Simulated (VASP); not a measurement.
Set up this calculation in VASP 6.6.1, as the native input.

| Quantity | Value |
| --- | --- |
| Task | single point |
| Functional | PBE |
| Potentials or basis | VASP PAW PBE potentials, release 64 (Si, C) |
| Cutoff | 600 eV |
| k mesh | 8 × 8 × 8 |
| Occupations | gaussian, width 0.01 eV |
| Spin | no spin polarisation |
| Dipole correction | no |
| Further INCAR settings | ALGO = Normal; EDIFF = 1e-06; NBANDS = 11 |

The structure of SiC lies in POSCAR:

```
SiC
1.0
    0.0000000000      2.1451593450      2.1451593450
    2.1451593450      0.0000000000      2.1451593450
    2.1451593450      2.1451593450      0.0000000000
Si C
1 1
Direct
    0.2500000000      0.2500000000      0.2500000000
    0.0000000000      0.0000000000      0.0000000000
```

One way to write it, as run:

INCAR

```
SYSTEM = SiC
PREC = Accurate ; ENCUT = 600
EDIFF = 1E-6 ; ISMEAR = 0
SIGMA = 0.01 ; LREAL = .False.
LASPH = .True. ; NELM = 120
ALGO = Normal ; ISIF = 2
LWAVE = .False. ; LCHARG = .False.
GGA = PE ; NBANDS = 11
GGA_COMPAT = .False.
```

KPOINTS

```
regular mesh
0
Gamma
  8 8 8
  0 0 0
```

Potentials or basis: VASP PAW PBE potentials, release 64 (Si, C).

Launch:

```bash
$ cat potpaw_PBE.64/Si/POTCAR potpaw_PBE.64/C/POTCAR > POTCAR
$ mpirun -np 1 vasp_std > vasp.out
```

Results of the run:

- Pressure: 14.6 GPa
- Band gap on the k mesh: 1.31 eV (least direct gap 4.59 eV)

Caveat: the cell stands under pressure.

Run time: 11 s on 1 thread of Intel Xeon 8259CL, on a shared host, peak memory 0.13 GiB.
